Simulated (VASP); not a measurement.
Input of a VASP 6.6.1 run:

The input INCAR:

```
ALGO = Normal
DIPOL = 0.5 0.5 0.361
EDIFF = 1E-6
ENCUT = 520
GGA = PE
IDIPOL = 3
ISIF = 2
ISMEAR = 0
IVDW = 12
LASPH = T
LCHARG = T
LDIPOL = T
LELF = T
LREAL = F
LVACPOTAV = T
LVHAR = T
LWAVE = F
NBANDS = 27
NELM = 80
PREC = Accurate
SIGMA = 0.05
```

The input KPOINTS:

```
k-points
0
Gamma
  9 9 1
```

File POSCAR:

```
Si3N
1.0
    3.8155170197      0.0000000000      0.0000000000
   -1.9077585099      3.3043346676      0.0000000000
    0.0000000000      0.0000000000     25.7913833664
Si N
6 2
Direct
    0.6666666667      0.3333333333      0.1550905565
    0.3333333333      0.6666666667      0.1859793801
    0.3333333333      0.6666666667      0.2774751471
    0.6666666667      0.3333333333      0.3070263804
    0.6666666667      0.3333333333      0.3997350368
    0.3333333333      0.6666666667      0.4261649408
    1.0000000000      1.0000000000      0.5463601221
    1.0000000000      1.0000000000      0.5890100252
```

Potentials or basis: VASP PAW PBE potentials, release 64 (Si, N).

The run is started by

```bash
$ cat potpaw_PBE.64/Si/POTCAR potpaw_PBE.64/N/POTCAR > POTCAR
$ mpirun -np 1 vasp_std > vasp.out
```

Task: Predict the dispersion energy per atom.

Result: -0.226 eV.

Task: What does it give for the largest force?

Result: 2.256 eV/Å.

Task: Estimate the band gap on the k mesh.

Result: Zero (band 17 reaches -0.28 eV, above the bottom of band 18 at -0.36 eV).

Forces in eV/Å, atoms in the order of the input:
```
Si   0.000  0.000  0.480
Si   0.000  0.000 -0.572
Si   0.000  0.000  0.111
Si   0.000  0.000 -0.001
Si   0.000  0.000  0.030
Si   0.000  0.000 -0.018
N    0.000  0.000 -2.256
N    0.000  0.000  2.226
```

Caveat: the standard files for N, O and F lose accuracy on very short bonds.
